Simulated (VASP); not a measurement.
A run of VASP 6.6.1 is set up as follows.

Contents of INCAR:

```
PREC = Accurate
ENCUT = 520
EDIFF = 1E-6
ISMEAR = 0
SIGMA = 0.1
LREAL = False
LASPH = True
NELM = 100
ALGO = Normal
ISIF = 2
LWAVE = False
LCHARG = True
LELF = True
LVHAR = True
NBANDS = 28
```

Contents of KPOINTS:

```
regular mesh
0
Gamma
  15 15 6
```

The input POSCAR:

```
TiB4Mo
1.0
    3.0167354639      0.0000000000      0.0000000000
   -1.5083677319      2.6125695482      0.0000000000
    0.0000000000      0.0000000000      6.3058995079
Ti B Mo
1 4 1
Direct
    0.0000000000      0.0000000000      0.5000000000
    0.3333333333      0.6666666667      0.7437872408
    0.3333333333      0.6666666667      0.2562127592
    0.6666666667      0.3333333333      0.7437872408
    0.6666666667      0.3333333333      0.2562127592
    0.0000000000      0.0000000000      0.0000000000
```

Potentials or basis: VASP PAW LDA potentials, release 64 (Ti_sv, B, Mo_sv).

Run with:

```console
$ cat potpaw_LDA.64/Ti_sv/POTCAR potpaw_LDA.64/B/POTCAR potpaw_LDA.64/Mo_sv/POTCAR > POTCAR
$ mpirun -np 1 vasp_std > vasp.out
```

Question: Predict the largest force.

Answer: 0.012 eV/Å.

Question: Estimate the band gap on the k mesh.

Answer: Zero (bands 19 and 20 overlap by 1.85 eV).

Question: Estimate the pressure.

Answer: 0.8 GPa.

Stress tensor (GPa, compression positive):
```
0.80 0.00 0.00
0.00 0.80 0.00
0.00 0.00 0.87
```
